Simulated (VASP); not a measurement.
Write the native input for VASP 6.6.1 that does the following.

* Task: single point
* Functional: PBEsol
* Potentials or basis: VASP PAW PBE potentials, release 64 (Ni, O)
* Cutoff: 520 eV
* k mesh: 18 × 18 × 18
* Occupations: gaussian, width 0.1 eV
* Spin: collinear spin, ferromagnetic start
* Starting moments: [1.14, 0.2] μB
* Dipole correction: no
* Further INCAR settings: ALGO = Normal; EDIFF = 1e-06; NBANDS = 19

The structure of NiO lies in POSCAR:

```
NiO
1.0
    0.0000000000      2.0784338367      2.0784338367
    2.0784338367      0.0000000000      2.0784338367
    2.0784338367      2.0784338367      0.0000000000
Ni O
1 1
Direct
    0.0000000000      0.0000000000      0.0000000000
    0.5000000000      0.5000000000      0.5000000000
```

These files were run (other wordings do the same):

INCAR

```
SYSTEM = NiO
PREC     = Accurate       ! precision mode
ENCUT    = 520            ! plane-wave cutoff, eV
EDIFF    = 1E-6           ! SCF threshold, eV
ISMEAR   = 0              ! smearing method
SIGMA    = 0.1            ! smearing width, eV
LREAL    = .FALSE.        ! projectors in reciprocal space
LASPH    = .TRUE.         ! aspherical terms in the spheres
NELM     = 150            ! most SCF steps
ALGO     = Normal         ! electronic algorithm
ISIF     = 2              ! what is computed and relaxed
LWAVE    = .FALSE.        ! write WAVECAR
LCHARG   = .FALSE.        ! write CHGCAR
ISPIN    = 2              ! spin polarisation
MAGMOM   = 1.14 0.2       ! initial moments
LORBIT   = 11             ! projections on sites
LMAXMIX  = 4              ! l up to which the mixer works
GGA      = PS             ! functional
NBANDS   = 19             ! bands
```

KPOINTS

```
Automatic mesh
0
G
  18 18 18
  0 0 0
```

Potentials or basis: VASP PAW PBE potentials, release 64 (Ni, O).

Run with:

```console
$ cat potpaw_PBE.64/Ni/POTCAR potpaw_PBE.64/O/POTCAR > POTCAR
$ mpirun -np 1 vasp_std > vasp.out
```

It gave:

```yaml
Pressure: -5.7 GPa
Net_moment: 1.33 μB per cell
Site_moments: Ni +1.11; O +0.19 μB
Valence_electrons_inside_the_program's_atomic_spheres: Ni 9.05; O 4.94
```

Caveat: the cell stands under tension; the PAW data sets were made with another functional, which shifts forces and pressure a little; a cell with one magnetic atom can't hold antiferromagnetic order, which such compounds often take.

Wall time 46 s on 1 thread of Intel(R) Xeon(R) 6975P-C (Granite Rapids), with other jobs on the host, peak memory 0.23 GiB.
